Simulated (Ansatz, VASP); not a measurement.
# Two plane-wave programs on AlN

File INCAR:

```
SYSTEM = AlN
PREC = Accurate ; ENCUT = 520
EDIFF = 1E-6 ; ISMEAR = 0
SIGMA = 0.01 ; LREAL = .FALSE.
LASPH = .TRUE. ; NELM = 60
ALGO = Normal ; ISIF = 2
LWAVE = .FALSE. ; LCHARG = .FALSE.
GGA = PS ; NBANDS = 16
```

KPOINTS

```
regular mesh
0
G
  9 9 6
  0 0 0
```

POSCAR

```
AlN
1.0
    3.1135756617      0.0000000000      0.0000000000
   -1.5567878308      2.6964356196      0.0000000000
    0.0000000000      0.0000000000      4.9831268447
Al N
2 2
Direct
    0.3333333333      0.6666666667     -0.0177043217
    0.6666666667      0.3333333333      0.4822956783
    0.3333333333      0.6666666667      0.3997043217
    0.6666666667      0.3333333333      0.8997043217
```

Input for Ansatz:

```yaml
crystal:
  lattice:
    - [3.1135756617, 0.0, 0.0]
    - [-1.5567878308, 2.6964356196, 0.0]
    - [0.0, 0.0, 4.9831268447]
  atoms:
    - { symbol: Al, position: [0.3333333333, 0.6666666667, -0.0177043217] }
    - { symbol: Al, position: [0.6666666667, 0.3333333333, 0.4822956783] }
    - { symbol: "N", position: [0.3333333333, 0.6666666667, 0.3997043217] }
    - { symbol: "N", position: [0.6666666667, 0.3333333333, 0.8997043217] }
basis:
  ecutwfc: 420
  xc_grid: 2
kpoints:
  mp_grid: { grid: [9, 9, 6] }
hamiltonian:
  xc: pbesol
  pseudopotentials: { kind: paw, azcp: { folder: soft_1 } }
scf:
  occupations: { method: fixed }
output:
  forces: true
  stress: true
  eigenvalues: true
  polarization: {}
```

Change from the starting cell: polar distortion scaled by 0.70.

Alike in both runs: task single point; functional PBEsol; k mesh 9 × 9 × 6; no spin polarisation.

```csv
,VASP,Ansatz
version,VASP 6.6.1,Ansatz 0.2.0
potentials or method,"VASP PAW PBE potentials, release 64 (Al, N), cutoff 520 eV","scalar-relativistic, plane waves, PAW"
occupations,"gaussian, width 0.01 eV",fixed
valence electrons in the cell,16,16
```

```csv
,VASP,Ansatz,Ansatz less VASP
gap on the k mesh at the Fermi level (eV),3.55,3.54,-0.016
least direct gap on the mesh (eV),3.55,3.54,-0.016
pressure (GPa),2.0,1.9,-0.01
"traceless stress, the component that is largest in VASP (GPa)",-11.86,-11.71,+0.154
rms of the force components (eV/Å),0.736,0.731,-0.0053
```

VASP's potentials were made for PBE, not for PBEsol, and Ansatz warns of the same on its side. Atom by atom the forces differ by 0.005 eV/Å (rms over components).
